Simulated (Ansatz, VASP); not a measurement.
**Rb2LiOsO6: VASP beside Ansatz**

Contents of INCAR:

```
PREC = Accurate
ENCUT = 520
EDIFF = 1E-6
ISMEAR = -1
SIGMA = 0.1
LREAL = False
LASPH = True
NELM = 60
ALGO = Normal
ISIF = 2
LWAVE = False
LCHARG = True
GGA = PE
LELF = True
LVHAR = True
NBANDS = 44
```

The input KPOINTS:

```
regular mesh
0
Gamma
  4 4 4
```

POSCAR

```
Rb2LiOsO6
1.0
    0.0000000000      4.1996570000      4.1996570000
    4.1996570000      0.0000000000      4.1996570000
    4.1996570000      4.1996570000      0.0000000000
Li Rb Os O
1 2 1 6
Direct
    0.5000000000      0.5000000000      0.5000000000
    0.2500000000      0.2500000000      0.2500000000
    0.7500000000      0.7500000000      0.7500000000
    0.0000000000      0.0000000000      0.0000000000
    0.7670000000      0.2330000000      0.2330000000
    0.2330000000      0.7670000000      0.2330000000
    0.2330000000      0.7670000000      0.7670000000
    0.7670000000      0.2330000000      0.7670000000
    0.2330000000      0.2330000000      0.7670000000
    0.7670000000      0.7670000000      0.2330000000
```

Input for Ansatz:

```yaml
crystal:
  lattice:
    - [0.0, 4.199657, 4.199657]
    - [4.199657, 0.0, 4.199657]
    - [4.199657, 4.199657, 0.0]
  atoms:
    - { symbol: Li, position: [0.5, 0.5, 0.5] }
    - { symbol: Rb, position: [0.25, 0.25, 0.25] }
    - { symbol: Rb, position: [0.75, 0.75, 0.75] }
    - { symbol: Os, position: [0.0, 0.0, 0.0] }
    - { symbol: O, position: [0.767, 0.233, 0.233] }
    - { symbol: O, position: [0.233, 0.767, 0.233] }
    - { symbol: O, position: [0.233, 0.767, 0.767] }
    - { symbol: O, position: [0.767, 0.233, 0.767] }
    - { symbol: O, position: [0.233, 0.233, 0.767] }
    - { symbol: O, position: [0.767, 0.767, 0.233] }
  symmetry: { tolerance: 0.0003 }
kpoints:
  mp_grid: { grid: [4, 4, 4], shift: [0, 0, 0] }
magnetization:
  spin_polarized: false
scf:
  occupations: { method: fermi_dirac }
hamiltonian:
  pseudopotentials: { kind: paw }
  xc: pbe
basis:
  ecutwfc: 420
output:
  forces: true
  stress: true
  eigenvalues: true
```

Alike in both runs: task single point; functional PBE; k mesh 4 × 4 × 4; no spin polarisation.

```csv
,VASP,Ansatz
version,VASP 6.6.1,Ansatz 0.2.0
potentials or method,"VASP PAW PBE potentials, release 64 (Li_sv, Rb_sv, Os, O), cutoff 520 eV",PAW plane waves
occupations,"fermi-dirac, width 0.1 eV",fermi-dirac
valence electrons in the cell,65,73
```

VASP gave:

- gap on the k mesh at the Fermi level (eV): none
- rms of the force components (eV/Å): 0.997

Q: What did Ansatz give for the same quantities?

A: gap on the k mesh at the Fermi level (eV): none; rms of the force components (eV/Å): 1.116.

Atom by atom the forces differ by 0.120 eV/Å (rms over components). A gap of «none» marks a metal or a gap that the smearing closes. VASP's potentials hold 65 valence electrons a cell and Ansatz's 73, so a difference there can come from the potentials and not from the codes.

Neither program's run includes spin-orbit coupling. Noted on VASP's run: the cutoff is short for stress, so the pressure is rough.
